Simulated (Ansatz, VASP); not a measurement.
# TaVN2: VASP beside Ansatz

```
CELL_PARAMETERS angstrom
3.04987 0.00000 0.00000
0.00000 3.04987 0.00000
0.00000 0.00000 4.29606
ATOMIC_POSITIONS crystal
Ta 0.00000 0.00000 0.00000
V 0.50000 0.50000 0.50000
N 0.50000 0.50000 0.00000
N 0.00000 0.00000 0.50000
```

Alike in both runs: task single point; functional PBEsol; k mesh 9 × 9 × 6; occupations fermi-dirac, width 0.05 eV; collinear spin.

|  | VASP | Ansatz |
| --- | --- | --- |
| version | VASP 6.6.1 | Ansatz 0.2.0 |
| potentials or method | VASP PAW PBE potentials, release 64 (Ta_pv, V_sv, N), cutoff 520 eV | all-electron LAPW, scalar-relativistic |

Ansatz gave:

| Property | Result |
| --- | --- |
| gap on the k mesh at the Fermi level (eV) | none |
| pressure (GPa) | -11.1 |
| traceless stress, the component that is largest in VASP (GPa) | -0.58 |
| net moment per atom (μB) | 0.23 |
| size of the moment on the site where the two differ most (μB) | 0.87 |

**Question.** What did VASP give for the same quantities?

**Answer.** gap on the k mesh at the Fermi level (eV): none; pressure (GPa): -11.8; traceless stress, the component that is largest in VASP (GPa): -1.72; net moment per atom (μB): 0.00; size of the moment on the site where the two differ most (μB): 0.00.

The net moments are unlike, so the other rows may belong to different states. VASP's potentials were made for PBE, not for PBEsol. Site moments also hang on the region over which each program counts them. A gap of «none» marks a metal or a gap that the smearing closes. Ansatz ran all-electron here, and VASP with PAW potentials.

Spin-orbit coupling is off throughout.
